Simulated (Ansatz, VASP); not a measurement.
**ZnSe3: VASP beside Ansatz**

```
Zn Se
1.0
     4.33381    0.00000    0.00000
     0.00000    4.33381    0.00000
     0.00000    0.00000    4.33381
Zn Se
1 3
Direct
  0.00000 0.00000 0.00000
  0.00000 0.50000 0.50000
  0.50000 0.00000 0.50000
  0.50000 0.50000 0.00000
```

Alike in both runs: functional PBE; k mesh 4 × 4 × 4; occupations gaussian, width 0.1 eV; no spin polarisation.

Ansatz relaxed the structure, and its values are those at the end. VASP's run is a single point on that final structure, the one shown.

```csv
,VASP,Ansatz
version,VASP 6.6.1,Ansatz 0.2.0
potentials or method,"VASP PAW PBE potentials, release 64 (Zn, Se), cutoff 520 eV","scalar-relativistic, plane waves, PAW"
valence electrons in the cell,30,60
```

|  | VASP | Ansatz | Ansatz less VASP |
| --- | --- | --- | --- |
| gap on the k mesh at the Fermi level (eV) | none | none | - |
| pressure (GPa) | -0.2 | -0.3 | -0.04 |

A gap of «none» marks a metal or a gap that the smearing closes. VASP's potentials hold 30 valence electrons a cell and Ansatz's 60, so a difference there can come from the potentials and not from the codes.

The k mesh is coarse, so the values compare programs but aren't converged.
